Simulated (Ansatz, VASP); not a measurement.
## BeS in VASP and in Ansatz

Contents of INCAR:

```
PREC = Accurate
ENCUT = 600
EDIFF = 1E-6
ISMEAR = 0
SIGMA = 0.02
LREAL = False
LASPH = True
NELM = 120
ALGO = Normal
ISIF = 2
LWAVE = False
LCHARG = False
GGA = PS
NBANDS = 11
GGA_COMPAT = False
```

Contents of KPOINTS:

```
regular mesh
0
Gamma
  8 8 8
```

The input POSCAR:

```
BeS
1.0
    0.0000000000      2.4188488888      2.4188488888
    2.4188488888      0.0000000000      2.4188488888
    2.4188488888      2.4188488888      0.0000000000
Be S
1 1
Direct
    0.0000000000      0.0000000000      0.0000000000
    0.2500000000      0.2500000000      0.2500000000
```

Input for Ansatz:

```yaml
crystal:
  lattice:
    - [0.0, 2.4188488888, 2.4188488888]
    - [2.4188488888, 0.0, 2.4188488888]
    - [2.4188488888, 2.4188488888, 0.0]
  atoms:
    - { symbol: Be, position: [0.0, 0.0, 0.0] }
    - { symbol: S, position: [0.25, 0.25, 0.25] }
basis:
  ecutwfc: 420
kpoints:
  mp_grid: { grid: [8, 8, 8] }
  band_path:
    path:
      - [[0.0, 0.0, 0.0], [-0.5, -0.5, 0.0], [-0.375, -0.375, 0.25]]
      - [[-0.375, 0.0, 0.375], [0.0, 0.0, 0.0], [0.0, 0.0, 0.5], [-0.5, -0.25, 0.25], [-0.5, -0.5, 0.0]]
    npoints: 10
hamiltonian:
  xc: pbesol
  pseudopotentials: { kind: paw, azcp: { folder: soft_1 } }
scf:
  occupations: { method: gaussian, width: 0.02 }
  n_extra_bands: 7
output:
  forces: true
  stress: true
  eigenvalues: true
```

Alike in both runs: task single point; functional PBEsol; k mesh 8 × 8 × 8; occupations gaussian, width 0.02 eV; no spin polarisation.

|  | VASP | Ansatz |
| --- | --- | --- |
| version | VASP 6.6.1 | Ansatz 0.2.0 |
| potentials or method | VASP PAW PBE potentials, release 64 (Be, S), cutoff 600 eV | scalar-relativistic, plane waves, PAW |
| valence electrons in the cell | 8 | 8 |

VASP gave:

| Quantity | Value |
| --- | --- |
| gap on the k mesh at the Fermi level (eV) | 2.91 |
| least direct gap on the mesh (eV) | 5.61 |
| pressure (GPa) | 0.2 |

Estimate Ansatz's values.

gap on the k mesh at the Fermi level (eV): 2.91; least direct gap on the mesh (eV): 5.58; pressure (GPa): 0.0.

VASP's potentials were made for PBE, not for PBEsol, and Ansatz warns of the same on its side. With one functional, cell and mesh, what is left measures potentials, basis and numerics.
